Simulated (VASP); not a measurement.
The system is Rh.

```
CELL_PARAMETERS angstrom
0.00000 1.89785 1.89785
1.89785 0.00000 1.89785
1.89785 1.89785 0.00000
ATOMIC_POSITIONS crystal
Rh 0.00000 0.00000 0.00000
```

| Item | Value |
| --- | --- |
| Program | VASP 6.6.1 |
| Task | relaxation of cell and atoms |
| Functional | LDA |
| Potentials or basis | VASP PAW LDA potentials, release 64 (Rh_pv) |
| Cutoff | 600 eV |
| k mesh | 15 × 15 × 15 |
| Occupations | fermi-dirac, width 0.3 eV |
| Spin | no spin polarisation |

At the start: pressure -5.2 GPa; volume 13.67 Å³/atom.

Problem. How do energy, volume and symmetry change on relaxing?

Solution. Over 3 steps the energy falls by 4.2 meV/atom and the volume is 13.42 Å³/atom (-1.8 %); space group Fm-3m (No. 225, to 0.05 Å).

Step by step:
| step | energy change (eV) | largest force (eV/Å) | pressure (GPa) | volume (Å³) |
| --- | --- | --- | --- | --- |
| 1 | 0.0000 | 0.0000 | -5.24 | 13.67 |
| 2 | 0.0245 | 0.0000 | 15.73 | 12.81 |
| 3 | -0.0042 | 0.0000 | -0.10 | 13.42 |

Final structure:
```xyz
1
Lattice="0.0000 1.8863 1.8863 1.8863 0.0000 1.8863 1.8863 1.8863 0.0000" Properties=species:S:1:pos:R:3 pbc="T T T"
Rh    0.0000    0.0000    0.0000
```
